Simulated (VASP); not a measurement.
# SiNi2 (Pnma) in VASP: further runs

Aim: see how the results for SiNi2 move with the level of theory and the settings. Levels: PBE, LDA. Tasks: single point.

All numbers are computed with VASP 6.6.1; they aren't measurements. Logs are shortened: lines on timing, memory, paths and dates and some standing lists are left out, and cuts for length are marked.

## 1. The cell of the first run

It takes space group Pnma (No. 62, orthorhombic). Conventional cell: a = 4.990 Å, b = 3.720 Å, c = 7.030 Å, α = 90.00°, β = 90.00°, γ = 90.00°. Ni (site symmetry m) has 5 Si at 2.28 to 2.71 Å and 8 Ni at 2.53 to 2.71 Å within 3.0 Å. Within 3.1 Å of Ni (site symmetry m) lie 5 Si at 2.34 to 2.57 Å and 8 Ni at 2.53 to 2.71 Å. Within 3.0 Å of Si (site symmetry m) lie 10 Ni at 2.28 to 2.71 Å.

## 2. Single point, PBE, collinear spin, ferromagnetic start

The input, INCAR:

```
SYSTEM = SiNi2
  ALGO = Fast
  EDIFF = 1E-7
  ENCUT = 520
  GGA = PE
  ISIF = 2
  ISMEAR = -1
  ISPIN = 2
  LASPH = .TRUE.
  LCHARG = .FALSE.
  LMAXMIX = 4
  LORBIT = 11
  LREAL = .FALSE.
  LWAVE = .FALSE.
  MAGMOM = 1 1 1 1 1 1 1 1 0 0 0 0
  NBANDS = 64
  NELM = 150
  PREC = Accurate
  SIGMA = 0.05
```

The input, KPOINTS:

```
k-points
0
G
  5 5 3
  0 0 0
```

The input, POSCAR:

```
SiNi2
1.0
    4.9900000000      0.0000000000      0.0000000000
    0.0000000000      3.7200000000      0.0000000000
    0.0000000000      0.0000000000      7.0300000000
Ni Si
8 4
Direct
    0.3250000000      0.7500000000      0.9370000000
    0.6750000000      0.2500000000      0.0630000000
    0.1750000000      0.2500000000      0.4370000000
    0.8250000000      0.7500000000      0.5630000000
    0.4580000000      0.7500000000      0.2970000000
    0.5420000000      0.2500000000      0.7030000000
    0.0420000000      0.2500000000      0.7970000000
    0.9580000000      0.7500000000      0.2030000000
    0.7860000000      0.7500000000      0.8860000000
    0.2140000000      0.2500000000      0.1140000000
    0.7140000000      0.2500000000      0.3860000000
    0.2860000000      0.7500000000      0.6140000000
```

Potentials or basis: VASP PAW PBE potentials, release 64 (Ni, Si).

On the command line:

```bash
$ cat potpaw_PBE.64/Ni/POTCAR potpaw_PBE.64/Si/POTCAR > POTCAR
$ mpirun -np 1 vasp_std > vasp.out
```

OUTCAR:

```text
SYSTEM = SiNi2
   EDIFF = 1E-7
   ENCUT = 520
   GGA = PE
   ISIF = 2
   ISMEAR = -1
   ISPIN = 2
   LASPH = .TRUE.
   LORBIT = 11
   LREAL = .FALSE.
   NELM = 150
   PREC = Accurate

 ion  position               nearest neighbor table
   1  0.325  0.750  0.937-  12 2.28  10 2.31  10 2.31   9 2.33   7 2.53   7 2.53   5 2.62   8 2.62
                             2 2.70   2 2.70   6 2.71   6 2.71   9 2.71
   2  0.675  0.250  0.063-  11 2.28   9 2.31   9 2.31  10 2.33   8 2.53   8 2.53   6 2.62   7 2.62
                             1 2.70   1 2.70   5 2.71   5 2.71  10 2.71
   3  0.175  0.250  0.437-  10 2.28  12 2.31  12 2.31  11 2.33   5 2.53   5 2.53   7 2.62   6 2.62
                             4 2.70   4 2.70   8 2.71   8 2.71  11 2.71
   4  0.825  0.750  0.563-   9 2.28  11 2.31  11 2.31  12 2.33   6 2.53   6 2.53   8 2.62   5 2.62
                             3 2.70   3 2.70   7 2.71   7 2.71  12 2.71
   5  0.458  0.750  0.297-  11 2.34  11 2.34  12 2.39   3 2.53   3 2.53  10 2.57  10 2.57   8 2.58
                             8 2.58   1 2.62   4 2.62   2 2.71   2 2.71
   6  0.542  0.250  0.703-  12 2.34  12 2.34  11 2.39   4 2.53   4 2.53   9 2.57   9 2.57   7 2.58
                             7 2.58   2 2.62   3 2.62   1 2.71   1 2.71
   7  0.042  0.250  0.797-   9 2.34   9 2.34  10 2.39   1 2.53   1 2.53  12 2.57  12 2.57   6 2.58
                             6 2.58   3 2.62   2 2.62   4 2.71   4 2.71
   8  0.958  0.750  0.203-  10 2.34  10 2.34   9 2.39   2 2.53   2 2.53  11 2.57  11 2.57   5 2.58
                             5 2.58   4 2.62   1 2.62   3 2.71   3 2.71
   9  0.786  0.750  0.886-   4 2.28   2 2.31   2 2.31   1 2.33   7 2.34   7 2.34   8 2.39   6 2.57
                             6 2.57   1 2.71  12 3.14  12 3.14
  10  0.214  0.250  0.114-   3 2.28   1 2.31   1 2.31   2 2.33   8 2.34   8 2.34   7 2.39   5 2.57
                             5 2.57   2 2.71  11 3.14  11 3.14
  11  0.714  0.250  0.386-   2 2.28   4 2.31   4 2.31   3 2.33   5 2.34   5 2.34   6 2.39   8 2.57
                             8 2.57   3 2.71  10 3.14  10 3.14
  12  0.286  0.750  0.614-   1 2.28   3 2.31   3 2.31   4 2.33   6 2.34   6 2.34   5 2.39   7 2.57
                             7 2.57   4 2.71   9 3.14   9 3.14

  LATTYP: Found a simple orthorhombic cell.
 ALAT       =     3.7200000000
 B/A-ratio  =     1.3413978495
 C/A-ratio  =     1.8897849462

  Lattice vectors:

 A1 = (   0.0000000000,  -3.7200000000,   0.0000000000)
 A2 = (   4.9900000000,   0.0000000000,   0.0000000000)
 A3 = (   0.0000000000,   0.0000000000,   7.0300000000)

Analysis of symmetry for initial positions (statically):
=====================================================================
 Subroutine PRICEL returns:
 Original cell was already a primitive cell.

 Routine SETGRP: Setting up the symmetry group for a
 simple orthorhombic supercell.

 Subroutine GETGRP returns: Found  8 space group operations
 (whereof  2 operations were pure point group operations)
 out of a pool of  8 trial point group operations.

The static configuration has the point symmetry S_2 .
 The point group associated with its full space group is D_2h.

Analysis of symmetry for dynamics (positions and initial velocities):
=====================================================================
 Subroutine PRICEL returns:
 Original cell was already a primitive cell.

 Routine SETGRP: Setting up the symmetry group for a
 simple orthorhombic supercell.

 Subroutine GETGRP returns: Found  8 space group operations
 (whereof  2 operations were pure point group operations)
 out of a pool of  8 trial point group operations.

The dynamic configuration has the point symmetry S_2 .
 The point group associated with its full space group is D_2h.

Analysis of structural, dynamic, and magnetic symmetry:
=====================================================================
 Subroutine PRICEL returns:
 Original cell was already a primitive cell.

 Routine SETGRP: Setting up the symmetry group for a
 simple orthorhombic supercell.

 Subroutine GETGRP returns: Found  8 space group operations
 (whereof  2 operations were pure point group operations)
 out of a pool of  8 trial point group operations.

The overall configuration has the point symmetry S_2 .
 The point group associated with its full space group is D_2h.

 Subroutine INISYM returns: Found  8 space group operations
 (whereof  2 operations are pure point group operations),
 and found     1 'primitive' translations

----------------------------------------------------------------------------------------

                                     Primitive cell

  volume of cell :     130.4965

  direct lattice vectors                    reciprocal lattice vectors
     4.990000000  0.000000000  0.000000000     0.200400802  0.000000000  0.000000000
     0.000000000  3.720000000  0.000000000     0.000000000  0.268817204  0.000000000
     0.000000000  0.000000000  7.030000000     0.000000000  0.000000000  0.142247511

  length of vectors
     4.990000000  3.720000000  7.030000000     0.200400802  0.268817204  0.142247511

  position of ions in fractional coordinates (direct lattice)
     0.325000000  0.750000000  0.937000000
     0.675000000  0.250000000  0.063000000
     0.175000000  0.250000000  0.437000000
     0.825000000  0.750000000  0.563000000
     0.458000000  0.750000000  0.297000000
     0.542000000  0.250000000  0.703000000
[... 73 lines left out ...]
   ions per type =               8   4
   NGX,Y,Z   is equivalent  to a cutoff of  13.33, 12.51, 12.77 a.u.
   NGXF,Y,Z  is equivalent  to a cutoff of  26.65, 25.03, 25.54 a.u.
 SYSTEM =  SiNi2
   PREC   = accura    normal or accurate (medium, high low for compatibility)
   ISTART =      0    job   : 0-new  1-cont  2-samecut
   ICHARG =      2    charge: 1-file 2-atom 10-const
   ISPIN  =      2    spin polarized calculation?
   LNONCOLLINEAR =      F non collinear calculations
   LSORBIT =      F    spin-orbit coupling
   LASPH  =      T    aspherical Exc in radial PAW
   ENCUT  =  520.0 eV  38.22 Ry    6.18 a.u.   9.28  6.92 13.07*2*pi/ulx,y,z
   NELM   =    150;   NELMIN=  2; NELMDL= -5     # of ELM steps
   EDIFF  = 0.1E-06   stopping-criterion for ELM
   LREAL  =      F    real-space projection
   EDIFFG = 0.1E-05   stopping-criterion for IOM
   NSW    =      0    number of steps for IOM
   IBRION =     -1    ionic relax: 0-MD 1-quasi-New 2-CG
   NFREE  =      0    steps in history (QN), initial steepest desc. (CG)
   ISIF   =      2    stress and relaxation
   ISYM   =      2    0-nonsym 1-usesym 2-fastsym
   POTIM  = 0.5000    time-step for ionic-motion
   TEBEG  =    0.0;   TEEND  =   0.0 temperature during run
   PSTRESS=    0.0 pullay stress
   NELECT =      96.0000    total number of electrons
   NUPDOWN=      -1.0000    fix difference up-down
   EMIN   =  10.00;   EMAX   =-10.00  energy-range for DOS
   EFERMI =   0.00;   METHOD = LEGACY
   ISMEAR =    -1;   SIGMA  =   0.05  broadening in eV -4-tet -1-fermi 0-gaus
   EFERMI_NEDOS =   21; number of points for ismear=-14 and -15
   IALGO  =     68    algorithm
   IMIX   =      4    mixing-type and parameters
     AMIX     =   0.40;   BMIX     =  1.00
     AMIX_MAG =   1.60;   BMIX_MAG =  1.00
  volume/ion in A,a.u.               =      10.87        73.39
  Fermi-wavevector in a.u.,A,eV,Ry     =   1.477857  2.792744 29.715943  2.184060
  Thomas-Fermi vector in A             =   2.592209
   LORBIT       =     11    0 simple, 1 ext, 2 COOP (PROOUT), +10 PAW based schemes
   GGA     = PE    functional components
   LHFCALC =     F    Hartree Fock is set to
   AEXX    =    0.0000 exact exchange contribution
   IVDW    =     0    specifies the selected vdW correction
   LEPSILON=     F    determine dielectric tensor
   LRPA    =     F    only Hartree local field effects (RPA)
 spin polarized calculation
 RMM-DIIS sequential band-by-band and
  energy-cutoff  :      520.00
  volume of cell :      130.50
 maximum number of plane-waves:      3527
 NGX is ok and might be reduce to    40
   NGX = 19   NGY = 13   NGZ = 27

 number of electron      95.9999954 magnetization      -0.0001398

 number of electron      95.9999954 magnetization       0.0000008

 Free energy of the ion-electron system (eV)
  ---------------------------------------------------
  ext. energy  EPLUGINS =         0.00000000
  ---------------------------------------------------
  free energy    TOTEN  =       -72.03194778 eV

  energy without entropy =      -71.97608673  energy(sigma->0) =      -72.00401726

 E-fermi :  11.2004     XC(G=0): -12.9480

 val. band max:       11.1573550769   @ k =   0.2000   0.0000   0.3333
 cond. band min:      11.2144415845   @ k =   0.0000   0.2000   0.0000
 fundamental gap:      0.0570865076
 Fermi energy:        11.2003548297

 spin component 1

 k-point     1 :       0.0000    0.0000    0.0000
  band No.  band energies     occupation
      1      -1.4840      1.00000
      2       1.1091      1.00000
      3       1.1699      1.00000
      4       2.9707      1.00000
      5       4.5643      1.00000
      6       5.0196      1.00000
[... 1123 lines left out ...]
     59      16.6160      0.00000
     60      16.9171      0.00000
 Fermi energy:        11.2003548297

 spin component 2

 k-point     1 :       0.0000    0.0000    0.0000
  band No.  band energies     occupation
      1      -1.4840      1.00000
      2       1.1091      1.00000
      3       1.1699      1.00000
      4       2.9707      1.00000
      5       4.5643      1.00000
      6       5.0196      1.00000
[... 1123 lines left out ...]
     59      16.6160      0.00000
     60      16.9171      0.00000
 [bands above 60 left out]

------------------------ aborting loop because EDIFF is reached ----------------------------------------

  FORCE on cell =-STRESS in cart. coord.  units (eV):
  Direction    XX          YY          ZZ          XY          YZ          ZX
  --------------------------------------------------------------------------------------
  -------------------------------------------------------------------------------------
  Total        1.8812963      3.2948229      3.5116154     -0.0000000      0.0000000      0.0000000
  in kB       23.0977120     40.4523591     43.1140399     -0.0000000      0.0000000      0.0000000
  external PRESSURE =      35.5547037 kB  Pullay stress =       0.0000000 kB

 VOLUME and BASIS-vectors are now :
 -----------------------------------------------------------------------------
  energy-cutoff  :      520.00
  volume of cell :      130.50
      direct lattice vectors                 reciprocal lattice vectors
     4.990000000  0.000000000  0.000000000     0.200400802  0.000000000  0.000000000
     0.000000000  3.720000000  0.000000000     0.000000000  0.268817204  0.000000000
     0.000000000  0.000000000  7.030000000     0.000000000  0.000000000  0.142247511

 POSITION                                       TOTAL-FORCE (eV/Angst)
 -----------------------------------------------------------------------------------
      1.62175      2.79000      6.58711         0.255751     -0.000000      0.239783
      3.36825      0.93000      0.44289        -0.255751      0.000000     -0.239783
      0.87325      0.93000      3.07211        -0.255751     -0.000000      0.239783
      4.11675      2.79000      3.95789         0.255751      0.000000     -0.239783
      2.28542      2.79000      2.08791         0.093657      0.000000     -0.247301
      2.70458      0.93000      4.94209        -0.093657      0.000000      0.247301
      0.20958      0.93000      5.60291        -0.093657     -0.000000     -0.247301
      4.78042      2.79000      1.42709         0.093657      0.000000      0.247301
      3.92214      2.79000      6.22858        -0.047006      0.000000      0.045190
      1.06786      0.93000      0.80142         0.047006      0.000000     -0.045190
      3.56286      0.93000      2.71358         0.047006      0.000000      0.045190
      1.42714      2.79000      4.31642        -0.047006     -0.000000     -0.045190
 -----------------------------------------------------------------------------------
    total drift:                               -0.000000      0.000000      0.000000

  FREE ENERGIE OF THE ION-ELECTRON SYSTEM (eV)
  ---------------------------------------------------
  free  energy   TOTEN  =       -72.0319477849 eV

  energy  without entropy=      -71.9760867333  energy(sigma->0) =      -72.00401726

 total charge

# of ion       s       p       d       tot
------------------------------------------
    1        0.483   0.600   8.484   9.567
    2        0.483   0.600   8.484   9.567
    3        0.483   0.600   8.484   9.567
    4        0.483   0.600   8.484   9.567
    5        0.447   0.556   8.464   9.467
    6        0.447   0.556   8.464   9.467
    7        0.447   0.556   8.464   9.467
    8        0.447   0.556   8.464   9.467
    9        0.730   0.896   0.000   1.626
   10        0.730   0.896   0.000   1.626
   11        0.730   0.896   0.000   1.626
   12        0.730   0.896   0.000   1.626
--------------------------------------------------
tot          6.639   8.208  67.791  82.639

 magnetization (x)

# of ion       s       p       d       tot
------------------------------------------
    1        0.000   0.000   0.000   0.000
    2        0.000   0.000   0.000   0.000
    3        0.000   0.000   0.000   0.000
    4        0.000   0.000   0.000   0.000
    5       -0.000   0.000  -0.000  -0.000
    6       -0.000   0.000  -0.000  -0.000
    7       -0.000   0.000  -0.000  -0.000
    8       -0.000   0.000  -0.000  -0.000
    9       -0.000  -0.000   0.000  -0.000
   10       -0.000  -0.000   0.000  -0.000
   11       -0.000  -0.000   0.000  -0.000
   12       -0.000  -0.000   0.000  -0.000
--------------------------------------------------
tot         -0.000  -0.000  -0.000  -0.000
```

It took 6.7 min on 1 thread of Intel Xeon Platinum 8375C at 2.90GHz (Ice Lake), shared host; peak memory 0.4 GiB.

Results:

- Free energy: -72.0319 eV
- Pressure: 3.6 GPa
- Largest force: 0.351 eV/Å
- Band gap on the k mesh: zero (filled and empty bands overlap)
- Net moment: 0.00 μB per cell
- Valence electrons inside the program's atomic spheres: Ni 9.57, 9.47 (each value once); Si 1.63

Forces in eV/Å, atoms in the order of the input:
```
Ni   0.256  0.000  0.240
Ni  -0.256  0.000 -0.240
Ni  -0.256  0.000  0.240
Ni   0.256  0.000 -0.240
Ni   0.094  0.000 -0.247
Ni  -0.094  0.000  0.247
Ni  -0.094  0.000 -0.247
Ni   0.094  0.000  0.247
Si  -0.047  0.000  0.045
Si   0.047  0.000 -0.045
Si   0.047  0.000  0.045
Si  -0.047  0.000 -0.045
```

Levels at points of the mesh, in eV from the Fermi level:
Spin up:
```tsv
k point	band 44	band 45	band 46	band 47	band 48	band 49	band 50	band 51	band 52	band 53
(0.00, 0.00, 0.00)	-1.09	-0.99	-0.94	-0.64	-0.24	0.71	0.90	2.01	2.23	2.53
```
Spin down:
```
           k point  band 44  band 45  band 46  band 47  band 48  band 49  band 50  band 51  band 52  band 53
(0.00, 0.00, 0.00)    -1.09    -0.99    -0.94    -0.64    -0.24     0.71     0.90     2.01     2.23     2.53
```

Caveat: the cell stands under pressure.

[end of part 1 of 2]
